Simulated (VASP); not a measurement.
# Ta (Fm-3m) in VASP: notebook

Ta is run at these levels: PBEsol; tasks: single point, relaxation of volume and atoms at fixed shape.

Program: VASP 6.6.1. These are calculated values, not measurements. Logs are shortened: lines on timing, memory, paths and dates and some standing lists are left out, and cuts for length are marked.

**1. The cell of the first run**

Symmetry: Fm-3m, No. 225, cubic system. Conventional cell: a = 4.188 Å, b = 4.188 Å, c = 4.188 Å, α = 90.00°, β = 90.00°, γ = 90.00°. Within 3.9 Å of Ta (site symmetry m-3m) lie 12 Ta at 2.96 Å.

This isn't the form of Ta at room conditions, which is bcc.

**2. Single point, PBEsol**

Contents of INCAR:

```
SYSTEM = Ta
PREC     = Accurate       ! precision mode
ENCUT    = 520            ! plane-wave cutoff, eV
EDIFF    = 1E-7           ! SCF threshold, eV
ISMEAR   = -1             ! smearing method
SIGMA    = 0.05           ! smearing width, eV
LREAL    = .False.        ! projectors in reciprocal space
LASPH    = .True.         ! aspherical terms in the spheres
NELM     = 80             ! most SCF steps
ALGO     = Normal         ! electronic algorithm
ISIF     = 2              ! what is computed and relaxed
LWAVE    = .False.        ! write WAVECAR
LCHARG   = .True.         ! write CHGCAR
GGA      = PS             ! functional
LELF     = .True.         ! ELF
LVHAR    = .True.       
NBANDS   = 30             ! bands
```

Contents of KPOINTS:

```
regular mesh
0
Gamma
  4 4 4
  0 0 0
```

Contents of POSCAR:

```
Ta
1.0
    4.1883047974      0.0000000000      0.0000000000
    0.0000000000      4.1883047974      0.0000000000
    0.0000000000      0.0000000000      4.1883047974
Ta
4
Direct
    0.0000000000      0.0000000000      0.0000000000
    0.0000000000      0.5000000000      0.5000000000
    0.5000000000      0.0000000000      0.5000000000
    0.5000000000      0.5000000000      0.0000000000
```

Potentials or basis: VASP PAW PBE potentials, release 64 (Ta_pv).

Started as:

```console
$ cat potpaw_PBE.64/Ta_pv/POTCAR > POTCAR
$ mpirun -np 1 vasp_std > vasp.out
```

OUTCAR:

```text
SYSTEM = Ta
   PREC = Accurate
   ENCUT = 520
   EDIFF = 1E-7
   ISMEAR = -1
   LREAL = .False.
   LASPH = .True.
   NELM = 80
   ISIF = 2
   GGA = PS

 ion  position               nearest neighbor table
   1  0.000  0.000  0.000-   2 2.96   3 2.96   4 2.96   2 2.96   3 2.96   2 2.96   4 2.96   2 2.96
                             3 2.96   4 2.96   3 2.96   4 2.96
   2  0.000  0.500  0.500-   1 2.96   3 2.96   4 2.96   1 2.96   4 2.96   1 2.96   3 2.96   1 2.96
                             3 2.96   4 2.96   4 2.96   3 2.96
   3  0.500  0.000  0.500-   1 2.96   2 2.96   4 2.96   1 2.96   4 2.96   2 2.96   4 2.96   4 2.96
                             1 2.96   2 2.96   1 2.96   2 2.96
   4  0.500  0.500  0.000-   1 2.96   2 2.96   3 2.96   2 2.96   3 2.96   1 2.96   3 2.96   3 2.96
                             1 2.96   2 2.96   2 2.96   1 2.96

  LATTYP: Found a simple cubic cell.
 ALAT       =     4.1883047974

  Lattice vectors:

 A1 = (   4.1883047974,   0.0000000000,   0.0000000000)
 A2 = (   0.0000000000,   4.1883047974,   0.0000000000)
 A3 = (   0.0000000000,   0.0000000000,   4.1883047974)

Analysis of symmetry for initial positions (statically):
=====================================================================
 Subroutine PRICEL returns following result:

  LATTYP: Found a face centered cubic cell.
 ALAT       =     4.1883047974

  Lattice vectors:

 A1 = (   2.0941523987,  -2.0941523987,   0.0000000000)
 A2 = (   2.0941523987,   0.0000000000,   2.0941523987)
 A3 = (   0.0000000000,  -2.0941523987,   2.0941523987)

   4 primitive cells build up your supercell.

 Routine SETGRP: Setting up the symmetry group for a
 simple cubic supercell.

 Subroutine GETGRP returns: Found 48 space group operations
 (whereof 48 operations were pure point group operations)
 out of a pool of 48 trial point group operations.

The static configuration has the point symmetry O_h .

Analysis of symmetry for dynamics (positions and initial velocities):
=====================================================================
 Subroutine PRICEL returns following result:

  LATTYP: Found a face centered cubic cell.
 ALAT       =     4.1883047974

  Lattice vectors:

 A1 = (   2.0941523987,  -2.0941523987,   0.0000000000)
 A2 = (   2.0941523987,   0.0000000000,   2.0941523987)
 A3 = (   0.0000000000,  -2.0941523987,   2.0941523987)

   4 primitive cells build up your supercell.

 Routine SETGRP: Setting up the symmetry group for a
 simple cubic supercell.

 Subroutine GETGRP returns: Found 48 space group operations
 (whereof 48 operations were pure point group operations)
 out of a pool of 48 trial point group operations.

The dynamic configuration has the point symmetry O_h .

 Subroutine INISYM returns: Found 48 space group operations
 (whereof 48 operations are pure point group operations),
 and found     4 'primitive' translations

----------------------------------------------------------------------------------------

                                     Primitive cell

  volume of cell :      18.3677

  direct lattice vectors                    reciprocal lattice vectors
     2.094152399 -2.094152399  0.000000000     0.238760083 -0.238760083 -0.238760083
     2.094152399  0.000000000  2.094152399     0.238760083  0.238760083  0.238760083
     0.000000000 -2.094152399  2.094152399    -0.238760083 -0.238760083  0.238760083

  length of vectors
     2.961578724  2.961578724  2.961578724     0.413544594  0.413544594  0.413544594

  position of ions in fractional coordinates (direct lattice)
     0.000000000  0.000000000  0.000000000

  ion indices of the primitive-cell ions
   primitive index   ion index
                 1           1

----------------------------------------------------------------------------------------

 KPOINTS: regular mesh

Automatic generation of k-mesh.
 Grid dimensions read from file:
 generate k-points for:    4    4    4

 Generating k-lattice:

  Cartesian coordinates                     Fractional coordinates (reciprocal lattice)
     0.059690021  0.000000000  0.000000000     0.250000000  0.000000000  0.000000000
     0.000000000  0.059690021  0.000000000     0.000000000  0.250000000  0.000000000
     0.000000000  0.000000000  0.059690021     0.000000000  0.000000000  0.250000000

  Length of vectors
     0.059690021  0.059690021  0.059690021

  Shift w.r.t. Gamma in fractional coordinates (k-lattice)
     0.000000000  0.000000000  0.000000000

 Subroutine IBZKPT returns following result:
 ===========================================

 Found     10 irreducible k-points:

 Following reciprocal coordinates:
            Coordinates               Weight
  0.000000  0.000000  0.000000      1.000000
  0.250000  0.000000  0.000000      6.000000
  0.500000  0.000000  0.000000      3.000000
  0.250000  0.250000  0.000000     12.000000
  0.500000  0.250000  0.000000     12.000000
  0.500000  0.500000  0.000000      3.000000
  0.250000  0.250000  0.250000      8.000000
  0.500000  0.250000  0.250000     12.000000
  0.500000  0.500000  0.250000      6.000000
  0.500000  0.500000  0.500000      1.000000
   k-points           NKPTS =     10   k-points in BZ     NKDIM =     10   number of bands    NBANDS=     30
   number of dos      NEDOS =    301   number of ions     NIONS =      4
   total plane-waves  NPLWV =  32768
   dimension x,y,z NGX =    32 NGY =   32 NGZ =   32
   dimension x,y,z NGXF=    64 NGYF=   64 NGZF=   64
   ions per type =               4
   NGX,Y,Z   is equivalent  to a cutoff of  12.70, 12.70, 12.70 a.u.
   NGXF,Y,Z  is equivalent  to a cutoff of  25.40, 25.40, 25.40 a.u.
 SYSTEM =  Ta
   PREC   = accura    normal or accurate (medium, high low for compatibility)
   ISTART =      0    job   : 0-new  1-cont  2-samecut
   ICHARG =      2    charge: 1-file 2-atom 10-const
   ISPIN  =      1    spin polarized calculation?
   LNONCOLLINEAR =      F non collinear calculations
   LSORBIT =      F    spin-orbit coupling
   LASPH  =      T    aspherical Exc in radial PAW
   ENCUT  =  520.0 eV  38.22 Ry    6.18 a.u.   7.79  7.79  7.79*2*pi/ulx,y,z
   NELM   =     80;   NELMIN=  2; NELMDL= -5     # of ELM steps
   EDIFF  = 0.1E-06   stopping-criterion for ELM
   LREAL  =      F    real-space projection
   EDIFFG = 0.1E-05   stopping-criterion for IOM
   NSW    =      0    number of steps for IOM
   IBRION =     -1    ionic relax: 0-MD 1-quasi-New 2-CG
   NFREE  =      0    steps in history (QN), initial steepest desc. (CG)
   ISIF   =      2    stress and relaxation
   ISYM   =      2    0-nonsym 1-usesym 2-fastsym
   POTIM  = 0.5000    time-step for ionic-motion
   TEBEG  =    0.0;   TEEND  =   0.0 temperature during run
   PSTRESS=    0.0 pullay stress
   NELECT =      44.0000    total number of electrons
   NUPDOWN=      -1.0000    fix difference up-down
   EMIN   =  10.00;   EMAX   =-10.00  energy-range for DOS
   EFERMI =   0.00;   METHOD = LEGACY
   ISMEAR =    -1;   SIGMA  =   0.05  broadening in eV -4-tet -1-fermi 0-gaus
   EFERMI_NEDOS =   21; number of points for ismear=-14 and -15
   IALGO  =     38    algorithm
   IMIX   =      4    mixing-type and parameters
     AMIX     =   0.40;   BMIX     =  1.00
     AMIX_MAG =   1.60;   BMIX_MAG =  1.00
  volume/ion in A,a.u.               =      18.37       123.95
  Fermi-wavevector in a.u.,A,eV,Ry     =   1.379921  2.607672 25.907955  1.904181
  Thomas-Fermi vector in A             =   2.504846
   LORBIT       =      0    0 simple, 1 ext, 2 COOP (PROOUT), +10 PAW based schemes
   GGA     = PS    functional components
   LHFCALC =     F    Hartree Fock is set to
   AEXX    =    0.0000 exact exchange contribution
   IVDW    =     0    specifies the selected vdW correction
   LEPSILON=     F    determine dielectric tensor
   LRPA    =     F    only Hartree local field effects (RPA)
 non-spin polarized calculation
  energy-cutoff  :      520.00
  volume of cell :       73.47
 maximum number of plane-waves:      2000
 NGX is ok and might be reduce to    32
   NGX = 15   NGY = 15   NGZ = 15

 number of electron      44.0000003 magnetization

 Free energy of the ion-electron system (eV)
  ---------------------------------------------------
  ext. energy  EPLUGINS =         0.00000000
  ---------------------------------------------------
  free energy    TOTEN  =       -48.93951941 eV

  energy without entropy =      -48.84682091  energy(sigma->0) =      -48.89317016

 E-fermi :   5.4974     XC(G=0): -12.6333

 val. band max:        5.4821385632   @ k =   0.5000   0.2500   0.0000
 cond. band min:       5.5472240570   @ k =   0.5000   0.2500   0.2500
 fundamental gap:      0.0650854938
 Fermi energy:         5.4973569667

 k-point     1 :       0.0000    0.0000    0.0000
  band No.  band energies     occupation
      1     -28.9969      2.00000
      2     -28.9969      2.00000
      3     -28.9969      2.00000
      4     -28.3644      2.00000
      5     -28.3644      2.00000
      6     -28.3644      2.00000
[... 22 lines left out ...]
     29      11.4447      0.00000
     30      11.4447      0.00000

 k-point     2 :       0.2500    0.0000    0.0000
  band No.  band energies     occupation
      1     -28.9081      2.00000
      2     -28.9081      2.00000
      3     -28.8617      2.00000
      4     -28.4611      2.00000
      5     -28.4611      2.00000
      6     -28.3728      2.00000
[... 22 lines left out ...]
     29       9.5197      0.00000
     30      10.3193      0.00000

 k-point     3 :       0.5000    0.0000    0.0000
  band No.  band energies     occupation
      1     -28.6885      2.00000
      2     -28.6885      2.00000
      3     -28.6885      2.00000
      4     -28.6885      2.00000
      5     -28.5153      2.00000
      6     -28.5153      2.00000
[... 22 lines left out ...]
     29       7.9884      0.00000
     30       7.9884      0.00000

 k-point     4 :       0.2500    0.2500    0.0000
  band No.  band energies     occupation
      1     -28.8407      2.00000
      2     -28.8407      2.00000
      3     -28.8235      2.00000
      4     -28.6074      2.00000
      5     -28.3992      2.00000
      6     -28.3992      2.00000
[... 22 lines left out ...]
     29       9.2362      0.00000
     30       9.4817      0.00000

 k-point     5 :       0.5000    0.2500    0.0000
  band No.  band energies     occupation
      1     -28.7602      2.00000
      2     -28.7602      2.00000
      3     -28.6320      2.00000
      4     -28.6320      2.00000
      5     -28.6148      2.00000
      6     -28.6148      2.00000
[... 22 lines left out ...]
     29       8.0635      0.00000
     30       8.0635      0.00000

 k-point     6 :       0.5000    0.5000    0.0000
  band No.  band energies     occupation
      1     -28.7644      2.00000
      2     -28.7644      2.00000
      3     -28.7644      2.00000
      4     -28.7644      2.00000
      5     -28.4338      2.00000
      6     -28.4338      2.00000
[... 22 lines left out ...]
     29       8.7114      0.00000
     30       8.7114      0.00000

 k-point     7 :       0.2500    0.2500    0.2500
  band No.  band energies     occupation
      1     -28.8808      2.00000
      2     -28.8808      2.00000
      3     -28.8808      2.00000
      4     -28.5392      2.00000
      5     -28.4081      2.00000
      6     -28.4081      2.00000
[... 22 lines left out ...]
     29       9.0940      0.00000
     30       9.0940      0.00000

 k-point     8 :       0.5000    0.2500    0.2500
  band No.  band energies     occupation
      1     -28.9181      2.00000
      2     -28.9181      2.00000
      3     -28.7924      2.00000
      4     -28.7924      2.00000
      5     -28.4079      2.00000
      6     -28.4079      2.00000
[... 22 lines left out ...]
     29       9.8334      0.00000
     30       9.8334      0.00000

 k-point     9 :       0.5000    0.5000    0.2500
  band No.  band energies     occupation
      1     -28.9513      2.00000
      2     -28.9513      2.00000
      3     -28.9513      2.00000
      4     -28.9513      2.00000
      5     -28.2387      2.00000
      6     -28.2387      2.00000
[... 22 lines left out ...]
     29      10.2861      0.00000
     30      10.2861      0.00000

 k-point    10 :       0.5000    0.5000    0.5000
  band No.  band energies     occupation
      1     -29.0670      2.00000
      2     -29.0670      2.00000
      3     -29.0670      2.00000
      4     -29.0670      2.00000
      5     -28.1148      2.00000
      6     -28.1148      2.00000
[... 22 lines left out ...]
     29      11.4661      0.00000
     30      11.4661      0.00000

------------------------ aborting loop because EDIFF is reached ----------------------------------------

  FORCE on cell =-STRESS in cart. coord.  units (eV):
  Direction    XX          YY          ZZ          XY          YZ          ZX
  --------------------------------------------------------------------------------------
  -------------------------------------------------------------------------------------
  Total       -0.0190861     -0.0190861     -0.0190861     -0.0000000     -0.0000000      0.0000000
  in kB       -0.4162096     -0.4162096     -0.4162096     -0.0000000     -0.0000000      0.0000000
  external PRESSURE =      -0.4162096 kB  Pullay stress =       0.0000000 kB

 VOLUME and BASIS-vectors are now :
 -----------------------------------------------------------------------------
  energy-cutoff  :      520.00
  volume of cell :       73.47
      direct lattice vectors                 reciprocal lattice vectors
     4.188304797  0.000000000  0.000000000     0.238760083  0.000000000  0.000000000
     0.000000000  4.188304797  0.000000000     0.000000000  0.238760083  0.000000000
     0.000000000  0.000000000  4.188304797     0.000000000  0.000000000  0.238760083

 POSITION                                       TOTAL-FORCE (eV/Angst)
 -----------------------------------------------------------------------------------
      0.00000      0.00000      0.00000         0.000000      0.000000     -0.000000
      0.00000      2.09415      2.09415         0.000000     -0.000000     -0.000000
      2.09415      0.00000      2.09415        -0.000000      0.000000      0.000000
      2.09415      2.09415      0.00000        -0.000000     -0.000000      0.000000
 -----------------------------------------------------------------------------------
    total drift:                                0.000000     -0.000000     -0.000000

  FREE ENERGIE OF THE ION-ELECTRON SYSTEM (eV)
  ---------------------------------------------------
  free  energy   TOTEN  =       -48.9395194120 eV

  energy  without entropy=      -48.8468209112  energy(sigma->0) =      -48.89317016
```

Run time: 8.4 s. Hardware: 1 thread of Intel Xeon 6975P-C (Granite Rapids), shared host; peak memory 0.17 GiB.

Results:

| Property | Result |
| --- | --- |
| Free energy | -48.9395 eV |
| Pressure | 0.0 GPa |
| Band gap on the k mesh | zero (bands 22 and 23 overlap by 1.92 eV) |

Levels at points of the mesh, in eV from the Fermi level:
```tsv
k point	band 18	band 19	band 20	band 21	band 22	band 23	band 24	band 25	band 26	band 27
(0.00, 0.00, 0.00)	-3.41	-3.41	0.47	0.47	0.47	3.08	3.08	3.08	3.54	3.54
(0.50, 0.00, 0.00)	-1.86	-1.14	-1.14	-1.14	-1.14	0.73	0.73	2.04	2.04	2.49
(0.50, 0.50, 0.00)	-1.18	-1.18	-1.18	-0.94	-0.94	-0.94	-0.94	1.80	1.80	1.80
(0.50, 0.50, 0.50)	0.22	0.22	0.22	0.22	0.22	0.22	0.22	0.82	0.82	0.82
```

Caveat: the k points lie up to 0.38 Å⁻¹ apart, too coarse for converged energies and pressures of a metal; the PAW data sets were made with another functional, which shifts forces and pressure a little; spin-orbit coupling is left out, which moves the levels of the heavy elements.

**3. Relaxation of volume and atoms at fixed shape, PBEsol**

This run uses another cell than the first one, of 18.00 Å³/atom.

Contents of INCAR:

```
SYSTEM = Ta
PREC     = Accurate       ! precision mode
ENCUT    = 600            ! plane-wave cutoff, eV
EDIFF    = 1E-6           ! SCF threshold, eV
ISMEAR   = -1             ! smearing method
SIGMA    = 0.05           ! smearing width, eV
LREAL    = .FALSE.        ! projectors in reciprocal space
LASPH    = .TRUE.         ! aspherical terms in the spheres
NELM     = 60             ! most SCF steps
ALGO     = Normal         ! electronic algorithm
ISIF     = 8              ! what is computed and relaxed
LWAVE    = .FALSE.        ! write WAVECAR
LCHARG   = .FALSE.        ! write CHGCAR
GGA      = PS             ! functional
IBRION   = 2              ! ionic algorithm
NSW      = 80             ! ionic steps
EDIFFG   = -0.03          ! ionic threshold
```

Contents of KPOINTS:

```
Automatic mesh
0
G
  4 4 4
  0 0 0
```

Contents of POSCAR:

```
Ta
1.0
    4.1600000000      0.0000000000      0.0000000000
    0.0000000000      4.1600000000      0.0000000000
    0.0000000000      0.0000000000      4.1600000000
Ta
4
Direct
    0.0000000000      0.0000000000      0.0000000000
    0.0000000000      0.5000000000      0.5000000000
    0.5000000000      0.0000000000      0.5000000000
    0.5000000000      0.5000000000      0.0000000000
```

Potentials or basis: VASP PAW PBE potentials, release 64 (Ta_pv).

Started as:

```console
$ cat potpaw_PBE.64/Ta_pv/POTCAR > POTCAR
$ mpirun -np 1 vasp_std > vasp.out
```

Run time: 22 s. Hardware: 1 thread of Intel Xeon 6975P-C (Granite Rapids), shared host; peak memory 0.22 GiB.

It converged, with:

```yaml
Free_energy: -48.9399 eV
Relaxed_volume: 18.37 Å³/atom
Relaxed_cell: a = 4.188 Å, b = 4.188 Å, c = 4.188 Å, α = 90.00°, β = 90.00°, γ = 90.00°
Space_group_after_relaxing_to_0.1_Å: Fm-3m (No. 225)
Energy_gained_by_relaxing: 4.4 meV/atom
Ionic_steps: 3
Pressure_after_relaxing: 0.0 GPa
Band_gap_on_the_k_mesh: zero (bands 22 and 23 overlap by 1.92 eV)
```

Step by step:
```tsv
step	energy change (eV)	largest force (eV/Å)	pressure (GPa)	volume (Å³)
1	0.0000	0.0000	3.85	71.99
2	0.0568	0.0000	-7.44	76.59
3	-0.0175	0.0000	-0.03	73.48
```

Final structure:
```
Ta
1.0
     4.18847    0.00000    0.00000
     0.00000    4.18847    0.00000
     0.00000    0.00000    4.18847
Ta
4
Direct
  0.00000 0.00000 0.00000
  0.00000 0.50000 0.50000
  0.50000 0.00000 0.50000
  0.50000 0.50000 0.00000
```

Levels at points of the mesh, in eV from the Fermi level:
```tsv
k point	band 18	band 19	band 20	band 21	band 22	band 23	band 24	band 25	band 26
(0.00, 0.00, 0.00)	-3.41	-3.41	0.47	0.47	0.47	3.08	3.08	3.08	3.54
(0.50, 0.00, 0.00)	-1.86	-1.14	-1.14	-1.14	-1.14	0.73	0.73	2.04	2.04
(0.50, 0.50, 0.00)	-1.18	-1.18	-1.18	-0.94	-0.94	-0.94	-0.94	1.80	1.80
(0.50, 0.50, 0.50)	0.22	0.22	0.22	0.22	0.22	0.22	0.22	0.82	0.82
```

Caveat: the k points lie up to 0.38 Å⁻¹ apart in the final cell, too coarse for converged energies and pressures of a metal; the PAW data sets were made with another functional, which shifts forces and pressure a little; spin-orbit coupling is left out, which moves the levels of the heavy elements.
